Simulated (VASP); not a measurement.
**AgI: single point with LDA**

Crystal: AgI.

```
Ag I
1.0
     2.96134    2.96134    0.00000
    -2.96134    2.96134    0.00000
     0.00000    2.96134    2.96134
Ag I
1 1
Direct
  0.00000 0.00000 0.00000
  0.75000 0.25000 0.50000
```

```
Program             : VASP 6.6.1
Task                : single point
Functional          : LDA
Potentials or basis : VASP PAW LDA potentials, release 64 (Ag, I)
Cutoff              : 500 eV
k mesh              : 6 × 6 × 6
Occupations         : gaussian, width 0.01 eV
Spin                : no spin polarisation
```

```json
{"Pressure": "15.0 GPa", "Band gap on the k mesh": "1.14 eV, direct"}
```

Levels at points of the mesh, in eV from the valence-band top:
```csv
k point,band 7,band 8,band 9,band 10,band 11,band 12
"(0.00, 0.00, 0.00)",0.00,0.00,0.00,1.14,5.05,5.05
"(0.50, 0.00, 0.00)",-4.43,-1.24,-1.24,2.36,5.70,5.70
"(0.50, 0.50, 0.00)",-3.99,-2.97,-2.97,2.62,3.36,9.50
```

It took 4.3 s on 1 thread of Intel(R) Xeon(R) 6975P-C (Granite Rapids), on a shared host, peak memory 0.15 GiB.

Caveat: spin-orbit coupling is left out, which moves the levels of the heavy elements. A hybrid or GW would open this gap; LDA tends to underestimate it.
